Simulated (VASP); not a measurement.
GaN, 20 atoms in the cell. The cell holds a slab with vacuum, 20 atoms: a = 3.152 Å, b = 5.138 Å, c = 26.828 Å, α = 90.00°, β = 90.00°, γ = 90.00°. 

| Item | Value |
| --- | --- |
| Program | VASP 6.6.1 |
| Task | single point |
| Functional | LDA |
| Potentials or basis | VASP PAW LDA potentials, release 64 (Ga_d, N) |
| Cutoff | 520 eV |
| k mesh | 8 × 5 × 1 |
| Occupations | gaussian, width 0.05 eV |
| Spin | no spin polarisation |
| Dipole correction | yes |
| Further INCAR settings | LREAL = Auto; ALGO = Normal; EDIFF = 1e-06; NBANDS = 106 |

Potentials or basis: VASP PAW LDA potentials, release 64 (Ga_d, N).

Command:

```sh
$ cat potpaw_LDA.64/Ga_d/POTCAR potpaw_LDA.64/N/POTCAR > POTCAR
$ mpirun -np 1 vasp_std > vasp.out
```

Hardware: 1 thread of Intel(R) Xeon(R) 6975P-C (Granite Rapids), on a shared host.

Question: How long does it take, and how much memory?

Answer: It took 18 min on 1 thread of Intel(R) Xeon(R) 6975P-C (Granite Rapids) (shared host), peak memory 0.62 GiB. Counts: scf iterations 28, k points 15.
